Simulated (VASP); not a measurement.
Wanted: the native input for a VASP 6.6.1 run.

| Quantity | Value |
| --- | --- |
| Task | relaxation of cell and atoms |
| Functional | PBE |
| Potentials or basis | VASP PAW PBE potentials, release 64 (Ta_pv) |
| Cutoff | 600 eV |
| k mesh | 15 × 15 × 14 |
| Occupations | fermi-dirac, width 0.05 eV |
| Spin | no spin polarisation |
| Target pressure | 2 GPa |
| Dipole correction | no |
| Further INCAR settings | ALGO = Normal; EDIFF = 1e-06; IBRION = 2; EDIFFG = -0.005; NSW = 60; ISIF = 3 |

The structure of Ta lies in POSCAR:

```
Ta
1.0
    2.8771326210      0.0000000000      0.0000000000
   -1.4385663105      2.4916699398      0.0000000000
    0.0000000000      0.0000000000      2.7045046637
Ta
1
Direct
    0.0000000000      0.0000000000      0.0000000000
```

This isn't the form of Ta at room conditions, which is bcc.

One way to write it, as run:

INCAR

```
SYSTEM = Ta
ALGO = Normal
EDIFF = 1E-6
EDIFFG = -0.005
ENCUT = 600
GGA = PE
IBRION = 2
ISIF = 3
ISMEAR = -1
LASPH = .True.
LCHARG = .False.
LREAL = .False.
LWAVE = .False.
NELM = 60
NSW = 60
PREC = Accurate
PSTRESS = 20.0
SIGMA = 0.05
```

KPOINTS

```
k-points
0
Gamma
  15 15 14
  0 0 0
```

Potentials or basis: VASP PAW PBE potentials, release 64 (Ta_pv).

Launch:

```sh
$ cat potpaw_PBE.64/Ta_pv/POTCAR > POTCAR
$ mpirun -np 1 vasp_std > vasp.out
```

It gave:

| Property | Result |
| --- | --- |
| Relaxed volume | 19.52 Å³/atom |
| Relaxed cell | a = 2.871 Å, b = 2.871 Å, c = 2.734 Å, α = 90.00°, β = 90.00°, γ = 120.00° |
| Space group after relaxing (to 0.1 Å) | P6/mmm (No. 191) |
| Energy change on relaxing (the run minimises the enthalpy) | -4.6 meV/atom |
| Ionic steps | 12 |
| Pressure after relaxing | 2.0 GPa |
| Band gap on the k mesh | zero (an odd number of electrons rules out a gap without spin polarisation) |

Caveat: the cell is relaxed towards a set pressure, so the run minimises the enthalpy, not the energy; spin-orbit coupling is left out, which moves the levels of the heavy elements.

Wall time 98 s on 1 thread of AMD EPYC 9R45 96-Core Processor (Zen 5), with other jobs on the host, peak memory 0.16 GiB.
